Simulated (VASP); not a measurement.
# ZrH (I-4m2) in VASP: further runs, part 2 of 2

VASP 6.6.1. The steps go on from the part before.

## (4) Single point, PBEsol

Input file INCAR:

```
SYSTEM = ZrH
  ALGO = Normal
  EDIFF = 1E-7
  ENCUT = 520
  GGA = PS
  ISIF = 2
  ISMEAR = 1
  LASPH = .True.
  LCHARG = .True.
  LELF = .True.
  LREAL = .False.
  LVHAR = .True.
  LWAVE = .False.
  NBANDS = 14
  NELM = 100
  PREC = Accurate
  SIGMA = 0.025
```

Input file KPOINTS:

```
k-points
0
Gamma
  13 13 13
  0 0 0
```

Input file POSCAR:

```
ZrH
1.0
    3.4171450139     -0.0000000149     -0.0000000204
    0.2537634272      3.4077095194     -0.0000000204
   -1.8354542067     -1.7038547394      2.3248369681
Zr H
1 1
Direct
    0.0000000000      0.0000000000      0.0000000000
    0.7500000000      0.2500000000      0.5000000000
```

Potentials or basis: VASP PAW PBE potentials, release 64 (Zr_sv, H).

Command:

```
$ cat potpaw_PBE.64/Zr_sv/POTCAR potpaw_PBE.64/H/POTCAR > POTCAR
$ mpirun -np 1 vasp_std > vasp.out
```

OUTCAR:

```text
SYSTEM = ZrH
   EDIFF = 1E-7
   ENCUT = 520
   GGA = PS
   ISIF = 2
   ISMEAR = 1
   LASPH = .True.
   LREAL = .False.
   NELM = 100
   PREC = Accurate

 ion  position               nearest neighbor table
   1  0.000  0.000  0.000-   2 2.07   2 2.07   2 2.07   2 2.07
   2  0.750  0.250  0.500-   1 2.07   1 2.07   1 2.07   1 2.07

  LATTYP: Found a body centered tetragonal cell.
 ALAT       =     3.2878159417
 C/A-ratio  =     1.5234421981

  Lattice vectors:

 A1 = (   3.4171450139,  -0.0000000149,  -0.0000000204)
 A2 = (   0.2537634272,   3.4077095194,  -0.0000000204)
 A3 = (  -1.8354542067,  -1.7038547394,   2.3248369681)

Analysis of symmetry for initial positions (statically):
=====================================================================
 Subroutine PRICEL returns:
 Original cell was already a primitive cell.

 Routine SETGRP: Setting up the symmetry group for a
 body centered tetragonal supercell.

 Subroutine GETGRP returns: Found  8 space group operations
 (whereof  8 operations were pure point group operations)
 out of a pool of 16 trial point group operations.

The static configuration has the point symmetry D_2d.

[... 177 lines left out ...]
      8       8.3585      0.00000
      9       9.8609      0.00000
     10      10.8858      0.00000
     11      11.6487      0.00000
     12      19.9502      0.00000
     13      21.4885      0.00000
     14      21.4885      0.00000
[... 377 lines left out ...]
      1     -41.1340      2.00000
      2     -19.5588      2.00000
      3     -19.1191      2.00000
      4     -19.0670      2.00000
      5       1.8726      2.00000
      6       6.8236      2.00000
      7       7.5608      0.10752
      8       8.5191      0.00000
      9      11.7687      0.00000
     10      12.3035      0.00000
     11      14.6410      0.00000
     12      16.0088      0.00000
     13      19.6496      0.00000
     14      20.2086      0.00000

 [... further k-points ...]

------------------------ aborting loop because EDIFF is reached ----------------------------------------

  FORCE on cell =-STRESS in cart. coord.  units (eV):
  Direction    XX          YY          ZZ          XY          YZ          ZX
  --------------------------------------------------------------------------------------
  -------------------------------------------------------------------------------------
  Total       -0.7388975     -0.7407624     -0.7523859      0.0125213     -0.0000000     -0.0000000
  in kB      -43.7296799    -43.8400467    -44.5279554      0.7410403     -0.0000000     -0.0000000
  external PRESSURE =     -44.0325607 kB  Pullay stress =       0.0000000 kB

 VOLUME and BASIS-vectors are now :
 -----------------------------------------------------------------------------
  energy-cutoff  :      520.00
  volume of cell :       27.07
      direct lattice vectors                 reciprocal lattice vectors
     3.417145014 -0.000000015 -0.000000020     0.292641957 -0.021792298  0.215068845
     0.253763427  3.407709519 -0.000000020     0.000000003  0.293452244  0.215068845
    -1.835454207 -1.703854739  2.324836968     0.000000003  0.000000002  0.430137692

 POSITION                                       TOTAL-FORCE (eV/Angst)
 -----------------------------------------------------------------------------------
      0.00000      0.00000      0.00000        -0.000000      0.000000     -0.000000
      1.70857     -0.00000      1.16242         0.000000     -0.000000      0.000000
 -----------------------------------------------------------------------------------
    total drift:                                0.000000     -0.000000     -0.000000

  FREE ENERGIE OF THE ION-ELECTRON SYSTEM (eV)
  ---------------------------------------------------
  free  energy   TOTEN  =       -13.1072395905 eV

  energy  without entropy=      -13.1071826484  energy(sigma->0) =      -13.10722061
```

OSZICAR:

```text
N       E                     dE             d eps       ncg     rms          rms(c)
DAV:   1     0.872262374794E+02    0.87226E+02   -0.68264E+03  5496   0.874E+02
DAV:   2    -0.109647624826E+02   -0.98191E+02   -0.94820E+02  6952   0.253E+02
DAV:   3    -0.141243284198E+02   -0.31596E+01   -0.31223E+01  8182   0.382E+01
DAV:   4    -0.141720592298E+02   -0.47731E-01   -0.47713E-01  6114   0.463E+00
DAV:   5    -0.141727688452E+02   -0.70962E-03   -0.70961E-03  7924   0.427E-01    0.129E+01
DAV:   6    -0.132692346186E+02    0.90353E+00   -0.64736E-01  5710   0.777E+00    0.473E+00
DAV:   7    -0.131050428491E+02    0.16419E+00   -0.34220E-01  6574   0.481E+00    0.776E-01
DAV:   8    -0.131072897274E+02   -0.22469E-02   -0.31467E-02  6294   0.161E+00    0.357E-01
DAV:   9    -0.131073173986E+02   -0.27671E-04   -0.17363E-03  6430   0.388E-01    0.516E-02
DAV:  10    -0.131072386871E+02    0.78711E-04   -0.93065E-05  5916   0.750E-02    0.263E-02
DAV:  11    -0.131072397913E+02   -0.11042E-05   -0.37548E-06  6394   0.170E-02    0.978E-03
DAV:  12    -0.131072396814E+02    0.10994E-06   -0.63396E-07  6064   0.694E-03    0.187E-03
DAV:  13    -0.131072395905E+02    0.90875E-07   -0.13457E-07  5632   0.321E-03
   1 F= -.13107240E+02 E0= -.13107221E+02  d E =-.569421E-04
```

stdout:

```text
POSCAR found type information on POSCAR ZrH
 POSCAR found :  2 types and       2 ions
 scaLAPACK will be used
 -----------------------------------------------------------------------------
|                                                                             |
|                                                                             |
|     You enforced a specific xc type in the INCAR file but a different       |
|     I HOPE YOU KNOW WHAT YOU ARE DOING!                                     |
|                                                                             |
 -----------------------------------------------------------------------------

 LDA part: xc-table for (Slater+PW92), standard interpolation
 POSCAR, INCAR and KPOINTS ok, starting setup
 FFT: planning ... GRIDC
 FFT: planning ... GRID_SOFT
 FFT: planning ... GRID
 WAVECAR not read
 entering main loop
```

Wall time 90 s (1 thread of Intel Xeon Platinum 8375C at 2.90GHz (Ice Lake), shared host); peak memory 0.21 GiB.

What came out:

* Free energy: -13.1072 eV
* Pressure: -4.4 GPa
* Band gap on the k mesh: zero (an odd number of electrons rules out a gap without spin polarisation)

Stress tensor (GPa, compression positive):
```
-4.37  0.07  0.00
 0.07 -4.38  0.00
 0.00  0.00 -4.45
```

Caveat: the cell stands under tension; the PAW data sets were made with another functional, which shifts forces and pressure a little.

## (5) Summary

| smearing | gap on the mesh (eV) | pressure (GPa) |
| --- | --- | --- |
| methfessel-paxton 0.1 eV | none | -4.4 |
| methfessel-paxton 0.05 eV | none | -4.4 |
| methfessel-paxton 0.025 eV | none | -4.4 |

Alike in all rows: task single point; level PBEsol; potentials or basis VASP PAW PBE potentials, release 64 (Zr_sv, H); no spin polarisation; cell as given; k mesh 13 × 13 × 13; cutoff (eV) 520.

Caveats: the cell stands under tension; the PAW data sets were made with another functional, which shifts forces and pressure a little.

Total energies depend on the potentials used, so only differences within one code and one set of settings carry meaning.
